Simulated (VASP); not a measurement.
# AlN (Cm) in VASP: further runs

AlN is run at these levels: PBE; tasks: single point.

All numbers are computed with VASP 6.6.1; they aren't measurements. Logs are shortened: lines on timing, memory, paths and dates and some standing lists are left out, and cuts for length are marked.

**1. The cell of the first run**

Symmetry: Cm, No. 8, monoclinic system. The conventional cell has a = 5.393 Å, b = 3.114 Å, c = 15.418 Å, α = 90.00°, β = 98.38°, γ = 90.00°. Al (site symmetry m) has 4 N at 1.91 Å within 2.5 Å. Al (site symmetry m) has 4 N at 1.91 Å within 2.5 Å. Al (site symmetry m) has 4 N at 1.91 Å within 2.5 Å. Within 2.5 Å of Al (site symmetry m) lie 4 N at 1.91 Å. Within 2.5 Å of Al (site symmetry m) lie 4 N at 1.91 Å. Within 2.6 Å of Al (site symmetry m) lie 5 N at 1.91 to 2.50 Å. Within 2.5 Å of N (site symmetry m) lie 4 Al at 1.91 Å. N (site symmetry m) has 4 Al at 1.91 Å within 2.5 Å.

**2. Single point, PBE**

File INCAR:

```
SYSTEM = AlN
PREC = Accurate ; ENCUT = 520
EDIFF = 1E-6 ; ISMEAR = 0
SIGMA = 0.05 ; LREAL = .FALSE.
LASPH = .TRUE. ; NELM = 100
ALGO = Normal ; ISIF = 2
LWAVE = .FALSE. ; LCHARG = .FALSE.
GGA = PE ; NBANDS = 36
```

File KPOINTS:

```
regular mesh
0
G
  8 8 2
  0 0 0
```

File POSCAR:

```
AlN
1.0
    2.2015871003     -2.2015871003      0.0000000000
    2.2015871003      0.0000000000     -2.2015871003
   11.3747199124      7.5221626456      7.5221626456
Al N
6 6
Direct
    0.7691298600     -0.2308701400      0.3958000000
    0.1996798600      0.1996798600      0.2291333333
    0.3385798600      0.3385798600      0.5624666667
    0.4774798600      0.4774798600      0.8958000000
   -0.0919701400     -0.0919701400      0.7291333333
    0.6302298600      0.6302298600      0.0624666667
    0.4114923600      0.4114923600      0.4374666667
    0.8420423600     -0.1579576400      0.2708000000
   -0.0190576400     -0.0190576400      0.6041333333
    0.1198423600      0.1198423600      0.9374666667
   -0.4496076400     -0.4496076400      0.7708000000
    0.2725923600      0.2725923600      0.1041333333
```

Potentials or basis: VASP PAW PBE potentials, release 64 (Al, N).

Started as:

```console
$ cat potpaw_PBE.64/Al/POTCAR potpaw_PBE.64/N/POTCAR > POTCAR
$ mpirun -np 1 vasp_std > vasp.out
```

OUTCAR:

```text
SYSTEM = AlN
   PREC = Accurate
   ENCUT = 520
   EDIFF = 1E-6
   ISMEAR = 0
   LREAL = .FALSE.
   LASPH = .TRUE.
   NELM = 100
   ISIF = 2
   GGA = PE

 ion  position               nearest neighbor table
   1  0.769  0.769  0.396-   8 1.91   7 1.91   7 1.91   7 1.91   3 3.11   2 3.11   3 3.11   3 3.11
                             2 3.11   2 3.11
   2  0.200  0.200  0.229-  12 1.91   8 1.91   8 1.91   8 1.91   6 3.11   6 3.11   6 3.11   1 3.11
                             1 3.11   1 3.11
   3  0.339  0.339  0.562-   9 1.91   9 1.91   9 1.91   7 1.91   5 3.11   5 3.11   5 3.11   1 3.11
                             1 3.11   1 3.11
   4  0.477  0.477  0.896-  11 1.91  10 1.91  10 1.91  10 1.91   6 2.88   5 3.11   5 3.11   5 3.11
                             6 3.27   6 3.27
   5  0.908  0.908  0.729-   9 1.91  11 1.91  11 1.91  11 1.91   3 3.11   3 3.11   3 3.11   4 3.11
                             4 3.11   4 3.11
   6  0.630  0.630  0.062-  12 1.91  12 1.91  12 1.91  10 2.50  10 2.50   4 2.88   2 3.11   2 3.11
                             2 3.11   4 3.27   4 3.27
   7  0.411  0.411  0.437-   3 1.91   1 1.91   1 1.91   1 1.91
   8  0.842  0.842  0.271-   1 1.91   2 1.91   2 1.91   2 1.91
   9  0.981  0.981  0.604-   3 1.91   3 1.91   3 1.91   5 1.91
  10  0.120  0.120  0.937-   4 1.91   4 1.91   4 1.91   6 2.50   6 2.50
  11  0.550  0.550  0.771-   4 1.91   5 1.91   5 1.91   5 1.91
  12  0.273  0.273  0.104-   6 1.91   6 1.91   6 1.91   2 1.91

  LATTYP: Found a base centered monoclinic cell.
 ALAT       =     5.3927650200
 B/A-ratio  =     0.5773502692
 C/A-ratio  =     2.8589576580
 COS(beta)  =    -0.1457524209

  Lattice vectors:

 A1 = (   2.2015871003,  -2.2015871003,   0.0000000000)
 A2 = (   2.2015871003,   0.0000000000,  -2.2015871003)
 A3 = (   6.9715457118,   9.7237497459,   9.7237497459)

Analysis of symmetry for initial positions (statically):
=====================================================================
 Subroutine PRICEL returns:
 Original cell was already a primitive cell.

 Routine SETGRP: Setting up the symmetry group for a
 base centered monoclinic supercell.

 Subroutine GETGRP returns: Found  2 space group operations
 (whereof  2 operations were pure point group operations)
 out of a pool of  4 trial point group operations.

The static configuration has the point symmetry C_1h.

Analysis of symmetry for dynamics (positions and initial velocities):
=====================================================================
 Subroutine PRICEL returns:
 Original cell was already a primitive cell.

 Routine SETGRP: Setting up the symmetry group for a
 base centered monoclinic supercell.

 Subroutine GETGRP returns: Found  2 space group operations
 (whereof  2 operations were pure point group operations)
 out of a pool of  4 trial point group operations.

The dynamic configuration has the point symmetry C_1h.

 Subroutine INISYM returns: Found  2 space group operations
 (whereof  2 operations are pure point group operations),
 and found     1 'primitive' translations

----------------------------------------------------------------------------------------

                                     Primitive cell

  volume of cell :     128.0527

  direct lattice vectors                    reciprocal lattice vectors
     2.201587100 -2.201587100  0.000000000     0.129327157 -0.324890621  0.129327157
     2.201587100  0.000000000 -2.201587100     0.129327157  0.129327157 -0.324890621
    11.374719912  7.522162646  7.522162646     0.037851481  0.037851481  0.037851481

  length of vectors
     3.113514336  3.113514336 15.574020509     0.372833666  0.372833666  0.065560689

  position of ions in fractional coordinates (direct lattice)
     0.769129860  0.769129860  0.395800000
     0.199679860  0.199679860  0.229133333
     0.338579860  0.338579860  0.562466667
     0.477479860  0.477479860  0.895800000
     0.908029860  0.908029860  0.729133333
     0.630229860  0.630229860  0.062466667
     0.411492360  0.411492360  0.437466667
     0.842042360  0.842042360  0.270800000
     0.980942360  0.980942360  0.604133333
     0.119842360  0.119842360  0.937466667
     0.550392360  0.550392360  0.770800000
     0.272592360  0.272592360  0.104133333

  ion indices of the primitive-cell ions
   primitive index   ion index
                 1           1
                 2           2
                 3           3
                 4           4
                 5           5
                 6           6
                 7           7
                 8           8
                 9           9
                10          10
                11          11
                12          12

----------------------------------------------------------------------------------------

 KPOINTS: regular mesh

Automatic generation of k-mesh.
 Grid dimensions read from file:
 generate k-points for:    8    8    2

 Generating k-lattice:

  Cartesian coordinates                     Fractional coordinates (reciprocal lattice)
     0.016165895 -0.040611328  0.016165895     0.125000000  0.000000000  0.000000000
     0.016165895  0.016165895 -0.040611328     0.000000000  0.125000000  0.000000000
     0.018925741  0.018925741  0.018925741     0.000000000  0.000000000  0.500000000

  Length of vectors
     0.046604208  0.046604208  0.032780345

  Shift w.r.t. Gamma in fractional coordinates (k-lattice)
     0.000000000  0.000000000  0.000000000

 Subroutine IBZKPT returns following result:
 ===========================================

 Found     42 irreducible k-points:

 Following reciprocal coordinates:
            Coordinates               Weight
  0.000000  0.000000  0.000000      1.000000
  0.125000  0.000000 -0.000000      4.000000
  0.250000  0.000000 -0.000000      4.000000
  0.375000  0.000000 -0.000000      4.000000
  0.500000  0.000000 -0.000000      2.000000
  0.125000  0.125000 -0.000000      2.000000
[... 16 lines left out ...]
  0.125000  0.000000  0.500000      4.000000
  0.250000  0.000000  0.500000      4.000000
 [... further k-points ...]
   k-points           NKPTS =     42   k-points in BZ     NKDIM =     42   number of bands    NBANDS=     36
   number of dos      NEDOS =    301   number of ions     NIONS =     12
   total plane-waves  NPLWV =  69120
   dimension x,y,z NGX =    24 NGY =   24 NGZ =  120
   dimension x,y,z NGXF=    48 NGYF=   48 NGZF=  240
   ions per type =               6   6
   NGX,Y,Z   is equivalent  to a cutoff of  12.81, 12.81, 12.81 a.u.
   NGXF,Y,Z  is equivalent  to a cutoff of  25.63, 25.63, 25.62 a.u.
 SYSTEM =  AlN
   PREC   = accura    normal or accurate (medium, high low for compatibility)
   ISTART =      0    job   : 0-new  1-cont  2-samecut
   ICHARG =      2    charge: 1-file 2-atom 10-const
   ISPIN  =      1    spin polarized calculation?
   LNONCOLLINEAR =      F non collinear calculations
   LSORBIT =      F    spin-orbit coupling
   LASPH  =      T    aspherical Exc in radial PAW
   ENCUT  =  520.0 eV  38.22 Ry    6.18 a.u.   5.79  5.79 28.96*2*pi/ulx,y,z
   NELM   =    100;   NELMIN=  2; NELMDL= -5     # of ELM steps
   EDIFF  = 0.1E-05   stopping-criterion for ELM
   LREAL  =      F    real-space projection
   EDIFFG = 0.1E-04   stopping-criterion for IOM
   NSW    =      0    number of steps for IOM
   IBRION =     -1    ionic relax: 0-MD 1-quasi-New 2-CG
   NFREE  =      0    steps in history (QN), initial steepest desc. (CG)
   ISIF   =      2    stress and relaxation
   ISYM   =      2    0-nonsym 1-usesym 2-fastsym
   POTIM  = 0.5000    time-step for ionic-motion
   TEBEG  =    0.0;   TEEND  =   0.0 temperature during run
   PSTRESS=    0.0 pullay stress
   NELECT =      48.0000    total number of electrons
   NUPDOWN=      -1.0000    fix difference up-down
   EMIN   =  10.00;   EMAX   =-10.00  energy-range for DOS
   EFERMI =   0.00;   METHOD = LEGACY
   ISMEAR =     0;   SIGMA  =   0.05  broadening in eV -4-tet -1-fermi 0-gaus
   EFERMI_NEDOS =   21; number of points for ismear=-14 and -15
   IALGO  =     38    algorithm
   IMIX   =      4    mixing-type and parameters
     AMIX     =   0.40;   BMIX     =  1.00
     AMIX_MAG =   1.60;   BMIX_MAG =  1.00
  volume/ion in A,a.u.               =      10.67        72.01
  Fermi-wavevector in a.u.,A,eV,Ry     =   1.180390  2.230614 18.957286  1.393321
  Thomas-Fermi vector in A             =   2.316684
   LORBIT       =      0    0 simple, 1 ext, 2 COOP (PROOUT), +10 PAW based schemes
   GGA     = PE    functional components
   LHFCALC =     F    Hartree Fock is set to
   AEXX    =    0.0000 exact exchange contribution
   IVDW    =     0    specifies the selected vdW correction
   LEPSILON=     F    determine dielectric tensor
   LRPA    =     F    only Hartree local field effects (RPA)
 non-spin polarized calculation
 Gauss-broadening in eV      SIGMA  =   0.05
  energy-cutoff  :      520.00
  volume of cell :      128.05
 maximum number of plane-waves:      3470
   NGX = 11   NGY = 11   NGZ = 57

 number of electron      48.0000005 magnetization

 Free energy of the ion-electron system (eV)
  ---------------------------------------------------
  ext. energy  EPLUGINS =         0.00000000
  ---------------------------------------------------
  free energy    TOTEN  =       -88.04103679 eV

  energy without entropy =      -88.04103679  energy(sigma->0) =      -88.04103679

 E-fermi :   6.2914     XC(G=0): -10.8581

 val. band max:        6.0423922277   @ k =   0.0000   0.0000   0.0000
 cond. band min:       9.2725363858   @ k =   0.5000   0.5000   0.5000
 fundamental gap:      3.2301441581
 Fermi energy:         6.2914335975

 k-point     1 :       0.0000    0.0000    0.0000
  band No.  band energies     occupation
      1      -9.0737      2.00000
      2      -8.6921      2.00000
      3      -8.6151      2.00000
      4      -7.7462      2.00000
      5      -7.6469      2.00000
      6      -7.0282      2.00000
[... 28 lines left out ...]
     35      16.9016      0.00000
     36      17.0791      0.00000
[... 866 lines left out ...]
      6      -6.6666      2.00000
[... 28 lines left out ...]
     35      15.9932      0.00000
     36      16.4169      0.00000

 [... further k-points ...]
[... 5 lines left out ...]
  --------------------------------------------------------------------------------------
  -------------------------------------------------------------------------------------
  Total        0.3805155     -2.8095093     -2.8095093      0.3115032      1.5651065      0.3115032
  in kB        4.7609556    -35.1521743    -35.1521743      3.8974825     19.5823862      3.8974827
  external PRESSURE =     -21.8477976 kB  Pullay stress =       0.0000000 kB

 VOLUME and BASIS-vectors are now :
 -----------------------------------------------------------------------------
  energy-cutoff  :      520.00
  volume of cell :      128.05
      direct lattice vectors                 reciprocal lattice vectors
     2.201587100 -2.201587100  0.000000000     0.129327157 -0.324890621  0.129327157
     2.201587100  0.000000000 -2.201587100     0.129327157  0.129327157 -0.324890621
    11.374719912  7.522162646  7.522162646     0.037851481  0.037851481  0.037851481

 POSITION                                       TOTAL-FORCE (eV/Angst)
 -----------------------------------------------------------------------------------
      7.88873      1.28397      1.28397         0.040504      0.040727      0.040727
      3.48555      1.28397      1.28397         0.105596      0.042625      0.042625
      7.88873      3.48555      3.48555         0.040227      0.040305      0.040305
     12.29190      5.68714      5.68714        -0.356386     -0.051284     -0.051284
     12.29190      3.48555      3.48555         0.047118      0.044493      0.044493
      3.48555     -0.91762     -0.91762        -0.467780     -0.258509     -0.258509
      6.78793      2.38476      2.38476        -0.038783     -0.039860     -0.039860
      6.78793      0.18317      0.18317        -0.041659     -0.038047     -0.038047
     11.19111      2.38476      2.38476        -0.039759     -0.040626     -0.040626
     11.19111      6.78793      6.78793         0.361314      0.393845      0.393845
     11.19111      4.58635      4.58635        -0.035331     -0.067521     -0.067521
      2.38476      0.18317      0.18317         0.384940     -0.066148     -0.066148
 -----------------------------------------------------------------------------------
    total drift:                               -0.001416     -0.000175     -0.000175

  FREE ENERGIE OF THE ION-ELECTRON SYSTEM (eV)
  ---------------------------------------------------
  free  energy   TOTEN  =       -88.0410367894 eV

  energy  without entropy=      -88.0410367894  energy(sigma->0) =      -88.04103679
```

Run time: 2.3 min. Hardware: 1 thread of Intel Xeon Platinum 8488C (Sapphire Rapids), shared host; peak memory 0.32 GiB.

Results:

- Free energy: -88.0410 eV
- Pressure: -2.2 GPa
- Largest force: 0.664 eV/Å
- Band gap on the k mesh: 3.23 eV (least direct gap 3.50 eV)

Forces on the atoms (eV/Å):
```
Al   0.041  0.041  0.041
Al   0.106  0.043  0.043
Al   0.040  0.040  0.040
Al  -0.356 -0.051 -0.051
Al   0.047  0.044  0.044
Al  -0.468 -0.259 -0.259
N   -0.039 -0.040 -0.040
N   -0.042 -0.038 -0.038
N   -0.040 -0.041 -0.041
N    0.361  0.394  0.394
N   -0.035 -0.068 -0.068
N    0.385 -0.066 -0.066
```

Stress tensor (GPa, compression positive):
```
 0.48  0.39  0.39
 0.39 -3.52  1.96
 0.39  1.96 -3.52
```

**3. Single point, PBE**

File INCAR:

```
PREC = Accurate
ENCUT = 520
EDIFF = 1E-7
ISMEAR = 0
SIGMA = 0.05
LREAL = False
LASPH = True
NELM = 60
ALGO = Normal
ISIF = 2
LWAVE = False
LCHARG = False
GGA = PE
NBANDS = 36
```

File KPOINTS:

```
regular mesh
0
Gamma
  8 8 2
```

File POSCAR:

```
AlN
1.0
    2.2015871003     -2.2015871003      0.0000000000
    2.2015871003      0.0000000000     -2.2015871003
   12.1087290516      7.1551580760      7.1551580760
Al N
6 6
Direct
    0.7031500000     -0.2968500000      0.3958000000
    0.1614833333      0.1614833333      0.2291333333
    0.2448166667      0.2448166667      0.5624666667
    0.3281500000      0.3281500000      0.8958000000
   -0.2135166667     -0.2135166667      0.7291333333
    0.6198166667      0.6198166667      0.0624666667
    0.3385666667      0.3385666667      0.4374666667
    0.7969000000     -0.2031000000      0.2708000000
   -0.1197666667     -0.1197666667      0.6041333333
   -0.0364333333     -0.0364333333      0.9374666667
   -0.5781000000     -0.5781000000      0.7708000000
    0.2552333333      0.2552333333      0.1041333333
```

Potentials or basis: VASP PAW PBE potentials, release 64 (Al, N).

Started as:

```console
$ cat potpaw_PBE.64/Al/POTCAR potpaw_PBE.64/N/POTCAR > POTCAR
$ mpirun -np 1 vasp_std > vasp.out
```

It took 2.5 min on 1 thread of Intel Xeon Platinum 8488C (Sapphire Rapids), shared host; peak memory 0.33 GiB.

It converged, with:

```
Free energy            : -88.1566 eV
Pressure               : -2.2 GPa
Largest force          : 0.938 eV/Å
Band gap on the k mesh : 3.24 eV (least direct gap 3.55 eV)
```

Forces in eV/Å, atoms in the order of the input:
```
Al   0.042  0.039  0.039
Al   0.037  0.065  0.065
Al   0.040  0.039  0.039
Al   0.004 -0.168 -0.168
Al   0.046  0.043  0.043
Al   0.186 -0.650 -0.650
N   -0.039 -0.039 -0.039
N   -0.031 -0.043 -0.043
N   -0.042 -0.039 -0.039
N   -0.049  0.659  0.659
N   -0.094 -0.035 -0.035
N   -0.100  0.128  0.128
```

Stress tensor (GPa, compression positive):
```
-2.69  1.66  1.66
 1.66 -1.91 -1.32
 1.66 -1.32 -1.91
```

Levels at points of the mesh, in eV from the valence-band top:
| k point | band 20 | band 21 | band 22 | band 23 | band 24 | band 25 | band 26 | band 27 | band 28 | band 29 |
| --- | --- | --- | --- | --- | --- | --- | --- | --- | --- | --- |
| (0.00, 0.00, 0.00) | -0.35 | -0.28 | -0.21 | -0.10 | 0.00 | 3.55 | 4.92 | 5.21 | 6.31 | 6.59 |
| (0.50, 0.00, 0.00) | -1.18 | -1.16 | -1.06 | -0.77 | -0.70 | 3.48 | 3.91 | 5.18 | 5.40 | 6.03 |
| (0.50, 0.50, 0.00) | -1.29 | -1.11 | -1.05 | -0.68 | -0.42 | 3.24 | 4.21 | 4.49 | 5.86 | 6.45 |
| (0.00, 0.00, 0.50) | -0.41 | -0.33 | -0.26 | -0.20 | -0.10 | 3.91 | 4.26 | 5.78 | 6.04 | 6.62 |
| (0.50, 0.00, 0.50) | -1.40 | -1.19 | -0.93 | -0.78 | -0.63 | 3.28 | 4.35 | 4.84 | 5.24 | 6.52 |
| (0.50, 0.50, 0.50) | -1.38 | -0.99 | -0.86 | -0.73 | -0.47 | 3.39 | 3.70 | 5.24 | 5.38 | 6.42 |
